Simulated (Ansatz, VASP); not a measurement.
**AlN in VASP and in Ansatz**

File POSCAR:

```
AlN
1.0
    0.0000000000      2.1839935596      2.1839935596
    2.1839935596      0.0000000000      2.1839935596
    2.1839935596      2.1839935596      0.0000000000
Al N
1 1
Direct
    0.0647535592     -0.0647535592      0.0000000000
    0.7500000000      0.7500000000      0.7500000000
```

File INCAR.step1:

```
SYSTEM = AlN
ALGO     = Normal         ! electronic algorithm
EDIFF    = 1E-4           ! SCF threshold, eV
ENCUT    = 520            ! plane-wave cutoff, eV
GGA      = PE             ! functional
ISMEAR   = 0              ! smearing method
LASPH    = .TRUE.         ! aspherical terms in the spheres
LCHARG   = .FALSE.        ! write CHGCAR
LREAL    = .FALSE.        ! projectors in reciprocal space
LWAVE    = .TRUE.         ! write WAVECAR
NBANDS   = 11             ! bands
NELM     = 60             ! most SCF steps
PREC     = Accurate       ! precision mode
SIGMA    = 0.05           ! smearing width, eV
```

INCAR.step2

```
SYSTEM = AlN
ALGO     = Normal         ! electronic algorithm
EDIFF    = 1E-6           ! SCF threshold, eV
ENCUT    = 520            ! plane-wave cutoff, eV
ISIF     = 2              ! what is computed and relaxed
ISMEAR   = 0              ! smearing method
ISTART   = 1            
LASPH    = .TRUE.         ! aspherical terms in the spheres
LCHARG   = .TRUE.         ! write CHGCAR
LELF     = .TRUE.         ! ELF
LMIXTAU  = .TRUE.       
LREAL    = .FALSE.        ! projectors in reciprocal space
LVHAR    = .TRUE.       
LWAVE    = .FALSE.        ! write WAVECAR
METAGGA  = R2SCAN         ! meta-GGA
NBANDS   = 11             ! bands
NELM     = 60             ! most SCF steps
PREC     = Accurate       ! precision mode
SIGMA    = 0.05           ! smearing width, eV
```

File KPOINTS:

```
k-points
0
G
  10 10 10
  0 0 0
```

Input for Ansatz:

```yaml
crystal:
  lattice:
    - [0.0, 2.1839935596, 2.1839935596]
    - [2.1839935596, 0.0, 2.1839935596]
    - [2.1839935596, 2.1839935596, 0.0]
  atoms:
    - { symbol: Al, position: [0.0647535592, -0.0647535592, 0.0] }
    - { symbol: "N", position: [0.75, 0.75, 0.75] }
basis:
  ecutwfc: 500
kpoints:
  mp_grid: { grid: [10, 10, 10] }
hamiltonian:
  xc: r2scan
scf:
  occupations: { method: gaussian, width: 0.05 }
output:
  forces: true
  stress: true
  eigenvalues: true
```

Change from the starting cell: all Al atoms moved -0.200 Å, as atom 1 along Cartesian [1 -1 0].

Alike in both runs: task single point; functional r2SCAN; k mesh 10 × 10 × 10; occupations gaussian, width 0.05 eV; no spin polarisation.

|  | VASP | Ansatz |
| --- | --- | --- |
| version | VASP 6.6.1 | Ansatz 0.2.0 |
| potentials or method | VASP PAW PBE potentials, release 64 (Al, N), cutoff 520 eV | scalar-relativistic, plane waves, PAW |
| valence electrons in the cell | 8 | 8 |

```tsv
	VASP	Ansatz	Ansatz less VASP
gap on the k mesh at the Fermi level (eV)	3.40	3.41	+0.007
least direct gap on the mesh (eV)	4.30	4.26	-0.037
pressure (GPa)	5.2	5.4	+0.24
traceless stress, the component that is largest in VASP (GPa)	10.88	10.62	-0.258
rms of the force components (eV/Å)	2.012	1.984	-0.0283
```

VASP's potentials were made for PBE, not for r2SCAN. Atom by atom the forces differ by 0.029 eV/Å (rms over components).
